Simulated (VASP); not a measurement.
Write the native input for VASP 6.6.1 that does the following.

```
Task                   : single point
Functional             : r2SCAN
Potentials or basis    : VASP PAW PBE potentials, release 64 (Ti_sv)
Cutoff                 : 520 eV
k mesh                 : 26 × 26 × 26
Occupations            : gaussian, width 0.15 eV
Spin                   : no spin polarisation
Dipole correction      : no
Further INCAR settings : ALGO = Normal; EDIFF = 1e-06; NBANDS = 12
```

The system is Ti.

```
Ti
1.0
     0.00000    2.05515    2.09112
     2.05515    0.00000    2.09112
     2.05515    2.05515    0.00000
Ti
1
Direct
  0.00000 0.00000 0.00000
```

This cell differs from its parent crystal: strain +0.0175 x Voigt [0, 0, 1, 0, 0, 0].

The input as run:

POSCAR

```
Ti
1.0
    0.0000000000      2.0551516146      2.0911167679
    2.0551516146      0.0000000000      2.0911167679
    2.0551516146      2.0551516146      0.0000000000
Ti
1
Direct
    0.0000000000      0.0000000000      0.0000000000
```

INCAR.step1

```
SYSTEM = Ti
PREC = Accurate
ENCUT = 520
ISMEAR = 0
SIGMA = 0.15
LREAL = .FALSE.
LASPH = .TRUE.
NELM = 60
NBANDS = 12
GGA = PE
ALGO = Normal
EDIFF = 1E-4
LWAVE = .TRUE.
LCHARG = .FALSE.
```

INCAR.step2

```
SYSTEM = Ti
PREC = Accurate
ENCUT = 520
EDIFF = 1E-6
ISMEAR = 0
SIGMA = 0.15
LREAL = .FALSE.
LASPH = .TRUE.
NELM = 60
ALGO = Normal
ISIF = 2
LWAVE = .FALSE.
LCHARG = .TRUE.
METAGGA = R2SCAN
LMIXTAU = .TRUE.
LELF = .TRUE.
LVHAR = .TRUE.
NBANDS = 12
ISTART = 1
```

KPOINTS

```
regular mesh
0
G
  26 26 26
  0 0 0
```

Potentials or basis: VASP PAW PBE potentials, release 64 (Ti_sv).

Launch:

```console
$ cat potpaw_PBE.64/Ti_sv/POTCAR > POTCAR
$ cp INCAR.step1 INCAR
$ mpirun -np 1 vasp_std > vasp.out
$ cp INCAR.step2 INCAR
$ mpirun -np 1 vasp_std > vasp.out
```

It gave:

| Item | Value |
| --- | --- |
| Pressure | -1.5 GPa |
| Band gap on the k mesh | zero (bands 6 and 7 overlap by 1.43 eV) |

Caveat: the cell differs from its parent crystal (strain +0.0175 x Voigt [0, 0, 1, 0, 0, 0]); the PAW data sets were made with another functional, which shifts forces and pressure a little.

Run time: 21 min on 1 thread of Oxide Virtual Turin-like Processor (shared host), peak memory 0.34 GiB.
